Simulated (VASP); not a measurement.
Wanted: the native input for a VASP 6.6.1 run.

```yaml
Task: relaxation of cell and atoms
Functional: PBE
Potentials_or_basis: VASP PAW PBE potentials, release 64 (Cr_pv)
Cutoff: 600 eV
k_mesh: 28 × 28 × 28
Occupations: gaussian, width 0.1 eV
Spin: no spin polarisation
Dipole_correction: no
Further_INCAR_settings: ALGO = Normal; EDIFF = 1e-06; IBRION = 2; EDIFFG = -0.01; NSW = 100; ISIF = 3
```

The structure of Cr lies in POSCAR:

```
Cr
1.0
   -1.4227757737      1.4227757737      1.4227757737
    1.4227757737     -1.4227757737      1.4227757737
    1.4227757737      1.4227757737     -1.4227757737
Cr
1
Direct
    0.0000000000      0.0000000000      0.0000000000
```

One way to write it, as run:

INCAR

```
SYSTEM = Cr
ALGO     = Normal         ! electronic algorithm
EDIFF    = 1E-6           ! SCF threshold, eV
EDIFFG   = -0.01          ! ionic threshold
ENCUT    = 600            ! plane-wave cutoff, eV
GGA      = PE             ! functional
IBRION   = 2              ! ionic algorithm
ISIF     = 3              ! what is computed and relaxed
ISMEAR   = 0              ! smearing method
LASPH    = .True.         ! aspherical terms in the spheres
LCHARG   = .False.        ! write CHGCAR
LREAL    = .False.        ! projectors in reciprocal space
LWAVE    = .False.        ! write WAVECAR
NELM     = 100            ! most SCF steps
NSW      = 100            ! ionic steps
PREC     = Accurate       ! precision mode
SIGMA    = 0.1            ! smearing width, eV
```

KPOINTS

```
k-points
0
Gamma
  28 28 28
  0 0 0
```

Potentials or basis: VASP PAW PBE potentials, release 64 (Cr_pv).

Run with:

```console
$ cat potpaw_PBE.64/Cr_pv/POTCAR > POTCAR
$ mpirun -np 1 vasp_std > vasp.out
```

It gave:

| Item | Value |
| --- | --- |
| Pressure after relaxing | 0.1 GPa |
| Band gap on the k mesh | zero (band 6 reaches 13.46 eV, above the bottom of band 7 at 10.09 eV) |

Caveat: the relaxation stopped at its first step, so nothing moved; the run has no spin polarisation, though such a crystal can be magnetic.

Wall time 65 s on 1 thread of Intel(R) Xeon(R) Platinum 8375C CPU @ 2.90GHz (Ice Lake), with other jobs on the host, peak memory 0.2 GiB.
